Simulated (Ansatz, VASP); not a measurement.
# Al: VASP beside Ansatz

```xyz
1
Lattice="0.0000 2.0197 2.0197 2.0197 0.0000 2.0197 2.0197 2.0197 0.0000" Properties=species:S:1:pos:R:3 pbc="T T T"
Al    0.0000    0.0000    0.0000
```

Change from the starting cell: the structure that the rattled Se type (P3_221, No. 154) fell into.

Alike in both runs: functional PBE; k mesh 24 × 24 × 24; occupations gaussian, width 0.1 eV; no spin polarisation.

Ansatz relaxed the structure, and its values are those at the end. VASP's run is a single point on that final structure, the one shown.

|  | VASP | Ansatz |
| --- | --- | --- |
| version | VASP 6.6.1 | Ansatz 0.2.0 |
| potentials or method | VASP PAW PBE potentials, release 64 (Al), cutoff 520 eV | scalar-relativistic, plane waves, PAW |
| valence electrons in the cell | 3 | 3 |

|  | VASP | Ansatz | Ansatz less VASP |
| --- | --- | --- | --- |
| gap on the k mesh at the Fermi level (eV) | none | none | - |
| pressure (GPa) | 0.0 | 0.0 | +0.04 |

A gap of «none» marks a metal or a gap that the smearing closes.
